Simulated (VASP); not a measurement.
Input of a VASP 6.6.1 run:

File POSCAR:

```
Li2S
1.0
    0.0000000000      2.8490263000      2.8490263000
    2.8490263000      0.0000000000      2.8490263000
    2.8490263000      2.8490263000      0.0000000000
Li S
2 1
Direct
    0.2500000000      0.2500000000      0.2500000000
    0.7500000000      0.7500000000      0.7500000000
    0.0000000000      0.0000000000      0.0000000000
```

File INCAR.step1:

```
SYSTEM = Li2S
ALGO = Normal ; EDIFF = 1E-5
ENCUT = 830 ; GGA = PE
GGA_COMPAT = .False. ; ISMEAR = 0
LASPH = .True. ; LCHARG = .False.
LREAL = .False. ; LWAVE = .True.
NBANDS = 13 ; NELM = 120
PREC = Accurate ; SIGMA = 0.05
```

INCAR.step2

```
SYSTEM = Li2S
ALGO = Normal ; BPARAM = 11.95
CPARAM = 0.0093 ; EDIFF = 1E-6
ENCUT = 830 ; GGA_COMPAT = .False.
ISIF = 2 ; ISMEAR = 0
ISTART = 1 ; IVDW_NL = 2
LASPH = .True. ; LCHARG = .False.
LMIXTAU = .True. ; LREAL = .False.
LUSE_VDW = .True. ; LWAVE = .False.
METAGGA = R2SCAN ; NBANDS = 13
NELM = 120 ; PREC = Accurate
SIGMA = 0.05
```

File KPOINTS:

```
k-points
0
Gamma
  8 8 8
  0 0 0
```

Potentials or basis: VASP PAW PBE potentials, release 64 (Li_sv, S).

The run is started by

```sh
$ cat potpaw_PBE.64/Li_sv/POTCAR potpaw_PBE.64/S/POTCAR > POTCAR
$ cp INCAR.step1 INCAR
$ mpirun -np 1 vasp_std > vasp.out
$ cp INCAR.step2 INCAR
$ mpirun -np 1 vasp_std > vasp.out
```

Question: What does it give for the band gap on the k mesh?

Answer: 3.79 eV, indirect (least direct gap 4.96 eV).

Question: Predict the pressure.

Answer: -0.8 GPa.

Caveat: the PAW data sets were made with another functional, which shifts forces and pressure a little. A k mesh can miss the band edges.
